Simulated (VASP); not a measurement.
A run of VASP 6.6.1:

The input INCAR:

```
ALGO     = Normal         # electronic algorithm
EDIFF    = 1E-6           # SCF threshold, eV
ENCUT    = 500            # plane-wave cutoff, eV
GGA      = PE             # functional
GGA_COMPAT= F            
ISIF     = 2              # what is computed and relaxed
ISMEAR   = 0              # smearing method
LASPH    = T              # aspherical terms in the spheres
LCHARG   = T              # write CHGCAR
LELF     = T              # ELF
LREAL    = F              # projectors in reciprocal space
LVHAR    = T            
LWAVE    = F              # write WAVECAR
NBANDS   = 16             # bands
NELM     = 120            # most SCF steps
PREC     = Accurate       # precision mode
SIGMA    = 0.1            # smearing width, eV
```

Contents of KPOINTS:

```
k-points
0
Gamma
  6 6 6
```

POSCAR

```
InAs
1.0
    0.0000000000      2.8867486465      2.8867486465
    2.8867486465      0.0000000000      2.8867486465
    2.8867486465      2.8867486465      0.0000000000
In As
1 1
Direct
    0.0000000000      0.0000000000      0.0000000000
    0.2500000000      0.2500000000      0.2500000000
```

Potentials or basis: VASP PAW PBE potentials, release 64 (In_d, As).

Launch:

```bash
$ cat potpaw_PBE.64/In_d/POTCAR potpaw_PBE.64/As/POTCAR > POTCAR
$ mpirun -np 1 vasp_std > vasp.out
```

Hardware: 1 thread of AMD EPYC 9R14 (Zen 4), on a shared host.

Estimate the wall time of this run.

It took 10 s on 1 thread of AMD EPYC 9R14 (Zen 4) (shared host), peak memory 0.14 GiB. Counts: scf iterations 13, k points 16.
